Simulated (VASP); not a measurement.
Input of a VASP 6.6.1 run:

File INCAR:

```
PREC = Accurate
ENCUT = 520
EDIFF = 1E-6
ISMEAR = -1
SIGMA = 0.05
LREAL = False
LASPH = True
NELM = 60
ALGO = Normal
ISIF = 2
LWAVE = False
LCHARG = True
GGA = PE
LELF = True
LVHAR = True
NBANDS = 23
```

File KPOINTS:

```
regular mesh
0
Gamma
  8 8 4
```

POSCAR

```
HfN
1.0
    3.1339080000      0.0000000000      0.0000000000
   -1.5669540000      2.7140440000      0.0000000000
    0.0000000000      0.0000000000      5.4167680000
Hf N
2 2
Direct
    0.6666666667      0.3333333333      0.7500000000
    0.3333333333      0.6666666667      0.2500000000
    0.0000000000      0.0000000000      0.0000000000
    0.0000000000      0.0000000000      0.5000000000
```

Potentials or basis: VASP PAW PBE potentials, release 64 (Hf_pv, N).

The run is started by

```bash
$ cat potpaw_PBE.64/Hf_pv/POTCAR potpaw_PBE.64/N/POTCAR > POTCAR
$ mpirun -np 1 vasp_std > vasp.out
```

**Question.** Estimate the pressure.

**Answer.** 4.1 GPa.

**Question.** What does it give for the band gap on the k mesh?

**Answer.** Zero (band 15 reaches 9.80 eV, above the bottom of band 16 at 7.49 eV).

Stress tensor (GPa, compression positive):
```
4.13 0.00 0.00
0.00 4.13 0.00
0.00 0.00 4.00
```

Caveat: spin-orbit coupling is left out, which moves the levels of the heavy elements.
